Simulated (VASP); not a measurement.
# Ni (Fm-3m) in VASP: notebook, part 2 of 2

VASP 6.6.1.

**4. Single point, LDA, collinear spin, ferromagnetic start**

This run uses another cell than the first one, of 9.44 Å³/atom, 0.797 times its volume.

Input file INCAR:

```
PREC = Accurate
ENCUT = 520
EDIFF = 1E-6
ISMEAR = 0
SIGMA = 0.15
LREAL = F
LASPH = T
NELM = 150
ALGO = Fast
ISIF = 2
LWAVE = F
LCHARG = F
ISPIN = 2
MAGMOM = 0.625
LORBIT = 11
NUPDOWN = 0.625
LMAXMIX = 4
GGA = CA
NBANDS = 15
```

Input file KPOINTS:

```
Automatic mesh
0
Gamma
  24 24 24
```

Input file POSCAR:

```
Ni
1.0
    0.0000000000      1.6772043451      1.6772043451
    1.6772043451      0.0000000000      1.6772043451
    1.6772043451      1.6772043451      0.0000000000
Ni
1
Direct
    0.0000000000      0.0000000000      0.0000000000
```

Potentials or basis: VASP PAW LDA potentials, release 64 (Ni).

Run with:

```
cat potpaw_LDA.64/Ni/POTCAR > POTCAR
mpirun -np 1 vasp_std > vasp.out
```

OUTCAR:

```text
PREC = Accurate
   ENCUT = 520
   EDIFF = 1E-6
   ISMEAR = 0
   LREAL = F
   LASPH = T
   NELM = 150
   ISIF = 2
   ISPIN = 2
   LORBIT = 11
   NUPDOWN = 0.625
   GGA = CA

 ion  position               nearest neighbor table
   1  0.000  0.000  0.000-

  LATTYP: Found a face centered cubic cell.
 ALAT       =     3.3544086902

  Lattice vectors:

 A1 = (   0.0000000000,   1.6772043451,   1.6772043451)
 A2 = (   1.6772043451,   0.0000000000,   1.6772043451)
 A3 = (   1.6772043451,   1.6772043451,   0.0000000000)

Analysis of symmetry for initial positions (statically):
=====================================================================
 Subroutine PRICEL returns:
 Original cell was already a primitive cell.

 Routine SETGRP: Setting up the symmetry group for a
 face centered cubic supercell.

 Subroutine GETGRP returns: Found 48 space group operations
 (whereof 48 operations were pure point group operations)
 out of a pool of 48 trial point group operations.

The static configuration has the point symmetry O_h .

Analysis of symmetry for dynamics (positions and initial velocities):
=====================================================================
 Subroutine PRICEL returns:
 Original cell was already a primitive cell.

 Routine SETGRP: Setting up the symmetry group for a
 face centered cubic supercell.

 Subroutine GETGRP returns: Found 48 space group operations
 (whereof 48 operations were pure point group operations)
 out of a pool of 48 trial point group operations.

The dynamic configuration has the point symmetry O_h .

Analysis of structural, dynamic, and magnetic symmetry:
=====================================================================
 Subroutine PRICEL returns:
 Original cell was already a primitive cell.

 Routine SETGRP: Setting up the symmetry group for a
 face centered cubic supercell.

 Subroutine GETGRP returns: Found 48 space group operations
 (whereof 48 operations were pure point group operations)
 out of a pool of 48 trial point group operations.

The overall configuration has the point symmetry O_h .

 Subroutine INISYM returns: Found 48 space group operations
 (whereof 48 operations are pure point group operations),
 and found     1 'primitive' translations

----------------------------------------------------------------------------------------

                                     Primitive cell

  volume of cell :       9.4360

  direct lattice vectors                    reciprocal lattice vectors
     0.000000000  1.677204345  1.677204345    -0.298115135  0.298115135  0.298115135
     1.677204345  0.000000000  1.677204345     0.298115135 -0.298115135  0.298115135
     1.677204345  1.677204345  0.000000000     0.298115135  0.298115135 -0.298115135

  length of vectors
     2.371925132  2.371925132  2.371925132     0.516350561  0.516350561  0.516350561

  position of ions in fractional coordinates (direct lattice)
     0.000000000  0.000000000  0.000000000

  ion indices of the primitive-cell ions
   primitive index   ion index
                 1           1

----------------------------------------------------------------------------------------

 KPOINTS: Automatic mesh

Automatic generation of k-mesh.
 Grid dimensions read from file:
 generate k-points for:   24   24   24

 Generating k-lattice:

  Cartesian coordinates                     Fractional coordinates (reciprocal lattice)
    -0.012421464  0.012421464  0.012421464     0.041666667  0.000000000  0.000000000
     0.012421464 -0.012421464  0.012421464     0.000000000  0.041666667  0.000000000
     0.012421464  0.012421464 -0.012421464     0.000000000  0.000000000  0.041666667

  Length of vectors
     0.021514607  0.021514607  0.021514607

  Shift w.r.t. Gamma in fractional coordinates (k-lattice)
[... 65 lines left out ...]
   EMIN   =  10.00;   EMAX   =-10.00  energy-range for DOS
   EFERMI =   0.00;   METHOD = LEGACY
   ISMEAR =     0;   SIGMA  =   0.15  broadening in eV -4-tet -1-fermi 0-gaus
   EFERMI_NEDOS =   21; number of points for ismear=-14 and -15
   IALGO  =     68    algorithm
   IMIX   =      4    mixing-type and parameters
     AMIX     =   0.40;   BMIX     =  1.00
     AMIX_MAG =   1.60;   BMIX_MAG =  1.00
  volume/ion in A,a.u.               =       9.44        63.68
  Fermi-wavevector in a.u.,A,eV,Ry     =   1.669087  3.154116 37.903788  2.785850
  Thomas-Fermi vector in A             =   2.754821
   LORBIT       =     11    0 simple, 1 ext, 2 COOP (PROOUT), +10 PAW based schemes
   GGA     = CA    functional components
   LHFCALC =     F    Hartree Fock is set to
   AEXX    =    0.0000 exact exchange contribution
   IVDW    =     0    specifies the selected vdW correction
   LEPSILON=     F    determine dielectric tensor
   LRPA    =     F    only Hartree local field effects (RPA)
 spin polarized calculation
 RMM-DIIS sequential band-by-band and
 Gauss-broadening in eV      SIGMA  =   0.15
  energy-cutoff  :      520.00
  volume of cell :        9.44
 maximum number of plane-waves:       271
 NGX is ok and might be reduce to    18
   NGX =  9   NGY =  9   NGZ =  9

 number of electron      10.0000007 magnetization       0.6250001

 Free energy of the ion-electron system (eV)
  ---------------------------------------------------
  ext. energy  EPLUGINS =         0.00000000
  ---------------------------------------------------
  free energy    TOTEN  =        -6.55431486 eV

  energy without entropy =       -6.53663089  energy(sigma->0) =       -6.54547287

 E-fermi :  11.2085     XC(G=0): -14.4785

 val. band max:       11.3758608210   @ k =   0.4167   0.3333   0.0833
 cond. band min:      11.2120815314   @ k =  -0.3750   0.3333   0.0000
 fundamental gap:     -0.1637792895
 Fermi energy:        11.3827744065

 spin component 1

 k-point     1 :       0.0000    0.0000    0.0000
  band No.  band energies     occupation
      1       1.1970      1.00000
      2       8.4459      1.00000
      3       8.4459      1.00000
      4       8.4459      1.00000
      5       9.8587      1.00000
      6       9.8587      1.00000
      7      36.1693      0.00000
      8      41.0781      0.00000
      9      41.0781      0.00000
     10      41.0781      0.00000
     11      44.6404      0.00000
     12      44.6404      0.00000
     13      44.6404      0.00000
     14      47.3906      0.00000
[... 403 lines left out ...]
      4       9.7899      1.00000
      5      10.7052      1.00000
      6      11.0966      0.99651
      7      18.8063      0.00000
      8      34.4874      0.00000
      9      37.3440      0.00000
     10      38.1493      0.00000
     11      41.9017      0.00000
     12      42.4980      0.00000
     13      48.7620      0.00000
     14      58.5876      0.00000
     15      61.3369      0.00000

 [... further k-points ...]

 spin component 2

 k-point     1 :       0.0000    0.0000    0.0000
  band No.  band energies     occupation
      1       1.2609      1.00000
      2       9.0781      1.00000
      3       9.0781      1.00000
      4       9.0781      1.00000
      5      10.4490      1.00000
      6      10.4490      1.00000
      7      36.1770      0.00000
      8      41.1390      0.00000
      9      41.1390      0.00000
     10      41.1390      0.00000
     11      44.8353      0.00000
     12      44.8353      0.00000
     13      44.8353      0.00000
     14      47.3851      0.00000
[... 403 lines left out ...]
      4      10.0636      1.00000
      5      11.3807      0.05223
      6      11.6170      0.00006
      7      19.1777      0.00000
      8      34.5016      0.00000
      9      37.4909      0.00000
     10      38.2918      0.00000
     11      42.0462      0.00000
     12      42.6427      0.00000
     13      48.9969      0.00000
     14      58.8682      0.00000
     15      61.5137      0.00000

 [... further k-points ...]
[... 5 lines left out ...]
  --------------------------------------------------------------------------------------
  -------------------------------------------------------------------------------------
  Total        1.0809590      1.0809590      1.0809590      0.0000000      0.0000000     -0.0000000
  in kB      183.5404765    183.5404765    183.5404765      0.0000000      0.0000000     -0.0000000
  external PRESSURE =     183.5404765 kB  Pullay stress =       0.0000000 kB

 VOLUME and BASIS-vectors are now :
 -----------------------------------------------------------------------------
  energy-cutoff  :      520.00
  volume of cell :        9.44
      direct lattice vectors                 reciprocal lattice vectors
     0.000000000  1.677204345  1.677204345    -0.298115135  0.298115135  0.298115135
     1.677204345  0.000000000  1.677204345     0.298115135 -0.298115135  0.298115135
     1.677204345  1.677204345  0.000000000     0.298115135  0.298115135 -0.298115135

 POSITION                                       TOTAL-FORCE (eV/Angst)
 -----------------------------------------------------------------------------------
      0.00000      0.00000      0.00000        -0.000000     -0.000000      0.000000
 -----------------------------------------------------------------------------------
    total drift:                                0.000000     -0.000000      0.000000

  FREE ENERGIE OF THE ION-ELECTRON SYSTEM (eV)
  ---------------------------------------------------
  free  energy   TOTEN  =        -6.5543148643 eV

  energy  without entropy=       -6.5366308853  energy(sigma->0) =       -6.54547287

 total charge

# of ion       s       p       d       tot
------------------------------------------
    1        0.567   0.639   8.404   9.610

 magnetization (x)

# of ion       s       p       d       tot
------------------------------------------
    1       -0.003  -0.016   0.639   0.620
```

Wall time 66 s (1 thread of AMD EPYC 9R45 (Zen 5), shared host); peak memory 0.16 GiB.

What came out:

```
Free energy                                           : -6.5543 eV
Pressure                                              : 18.4 GPa
Net moment                                            : 0.63 μB per cell
Site moments                                          : Ni +0.62 μB
Valence electrons inside the program's atomic spheres : Ni 9.61
```

Caveat: the total moment is fixed, so each spin has its own Fermi level.

**5. Single point, LDA, collinear spin, ferromagnetic start**

This run uses another cell than the first one, of 9.44 Å³/atom, 0.797 times its volume.

Input file INCAR:

```
  PREC = Accurate
  ENCUT = 520
  EDIFF = 1E-6
  ISMEAR = 0
  SIGMA = 0.15
  LREAL = False
  LASPH = True
  NELM = 150
  ALGO = Normal
  ISIF = 2
  LWAVE = False
  LCHARG = False
  ISPIN = 2
  MAGMOM = 0.375
  LORBIT = 11
  NUPDOWN = 0.375
  LMAXMIX = 4
  GGA = CA
  NBANDS = 15
```

Input file KPOINTS:

```
regular mesh
0
Gamma
  24 24 24
```

POSCAR is that of step 4.

Run with:

```
cat potpaw_LDA.64/Ni/POTCAR > POTCAR
mpirun -np 1 vasp_std > vasp.out
```

It took 60 s on 1 thread of AMD EPYC 9R45 (Zen 5), shared host; peak memory 0.16 GiB.

Results (log left out):

```
Free energy                                           : -6.5481 eV
Pressure                                              : 17.2 GPa
Net moment                                            : 0.38 μB per cell
Site moments                                          : Ni +0.37 μB
Valence electrons inside the program's atomic spheres : Ni 9.61
```

Caveat: the total moment is fixed, so each spin has its own Fermi level.

**6. The runs side by side**

```csv
fixed moment (μB),cell,pressure (GPa),moment (μB)
0.375,"a = 2.559 Å, angles 60.0°, 1 atom",-28.3,0.37
0.125,"a = 2.372 Å, angles 60.0°, 1 atom",16.9,0.12
0.625,"a = 2.372 Å, angles 60.0°, 1 atom",18.4,0.63
0.375,"a = 2.372 Å, angles 60.0°, 1 atom",17.2,0.38
```

Alike in all rows: task single point; level LDA; potentials or basis VASP PAW LDA potentials, release 64 (Ni); spin collinear, ferromagnetic start; k mesh 24 × 24 × 24; cutoff (eV) 520; smearing gaussian 0.15 eV.

Caveats: the total moment is fixed, so each spin has its own Fermi level.

Total energies depend on the potentials used, so only differences within one code and one set of settings carry meaning.
